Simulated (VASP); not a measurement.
# Cd5Pt3: single point with PBE

Crystal: Cd5Pt3.

```xyz
8
Lattice="0.0000 5.9233 5.9233 5.9233 0.0000 5.9233 5.9233 5.9233 0.0000" Properties=species:S:1:pos:R:3 pbc="T T T"
Cd    2.9616    2.9616    2.9616
Cd    4.4404    7.4062    4.4404
Cd    7.4062    7.4062    7.4062
Cd    7.4062    4.4404    4.4404
Cd    4.4404    4.4404    7.4062
Pt    0.0000    0.0000    0.0000
Pt    5.9233    5.9233    5.9233
Pt    8.8849    8.8849    8.8849
```

The cell was built from a structure type or drawn by symmetry, and may not be a known phase.

```json
{
  "Program": "VASP 6.6.1",
  "Task": "single point",
  "Functional": "PBE",
  "Potentials or basis": "VASP PAW PBE potentials, release 64 (Cd, Pt)",
  "Cutoff": "520 eV",
  "k mesh": "6 × 6 × 6",
  "Occupations": "gaussian, width 0.1 eV",
  "Spin": "no spin polarisation"
}
```

```
Pressure               : 0.2 GPa
Largest force          : 0.004 eV/Å
Band gap on the k mesh : zero (bands 45 and 46 overlap by 0.23 eV)
```

Forces in eV/Å, atoms in the order of the input:
```
Cd   0.000  0.000  0.000
Cd   0.002 -0.002  0.002
Cd  -0.002 -0.002 -0.002
Cd  -0.002  0.002  0.002
Cd   0.002  0.002 -0.002
Pt   0.000  0.000  0.000
Pt   0.000  0.000  0.000
Pt   0.000  0.000  0.000
```

Levels at points of the mesh, in eV from the Fermi level:
```tsv
k point	band 42	band 43	band 44	band 45	band 46	band 47	band 48	band 49
(0.00, 0.00, 0.00)	-0.15	-0.15	0.11	0.11	0.11	0.12	1.28	1.28
(0.50, 0.00, 0.00)	-0.16	-0.16	-0.11	-0.02	-0.02	0.50	1.72	1.72
(0.50, 0.50, 0.00)	-0.15	-0.15	-0.14	-0.14	-0.12	1.13	1.30	2.74
```

It took 8.1 min on 1 thread of AMD EPYC 7R13 Processor (Zen 3), with other jobs on the host, peak memory 0.69 GiB.

Caveat: spin-orbit coupling is left out, which moves the levels of the heavy elements.
